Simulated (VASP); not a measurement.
GaAs:

```xyz
2
Lattice="3.3363 0.0000 0.0000 0.0000 3.3363 0.0000 0.0000 0.0000 4.3730" Properties=species:S:1:pos:R:3 pbc="T T T"
Ga    1.6682    1.6682    2.1865
As    0.0000    0.0000    0.0000
```

| Item | Value |
| --- | --- |
| Program | VASP 6.6.1 |
| Task | relaxation of cell and atoms |
| Functional | r2SCAN |
| Potentials or basis | VASP PAW PBE potentials, release 64 (Ga_d, As) |
| Cutoff | 600 eV |
| k mesh | 6 × 6 × 4 |
| Occupations | gaussian, width 0.1 eV |
| Spin | no spin polarisation |

At the start: pressure -8.7 GPa; volume 24.34 Å³/atom.

Question: Where does the relaxation end?

Answer: Over 7 steps the energy falls by 217.8 meV/atom and the volume is 18.89 Å³/atom (-22.4 %); space group P4/mmm (No. 123, to 0.1 Å) before and after.

The path:
```
step  energy change (eV)  largest force (eV/Å)  pressure (GPa)  volume (Å³)
   1              0.0000                0.0000           -8.72        48.68
   2             -0.3696                0.0000           -3.36        39.93
   3             -0.3968                0.0000            0.13        37.65
   4             -0.4274                0.0000            0.73        37.20
   5             -0.4328                0.0000            1.08        36.98
   6             -0.4331                0.0000            1.25        36.91
   7             -0.4356                0.0000           -0.28        37.79
```

Final structure:
```
Ga As
1.0
     3.14792    0.00000    0.00000
     0.00000    3.14792    0.00000
     0.00000    0.00000    3.81316
Ga As
1 1
Direct
  0.50000 0.50000 0.50000
  0.00000 0.00000 0.00000
```

Caveat: the volume moved by over 15 % at a fixed basis, so the end points are rough; the highest band is partly filled, so the run has too few bands; the PAW data sets were made with another functional, which shifts forces and pressure a little.
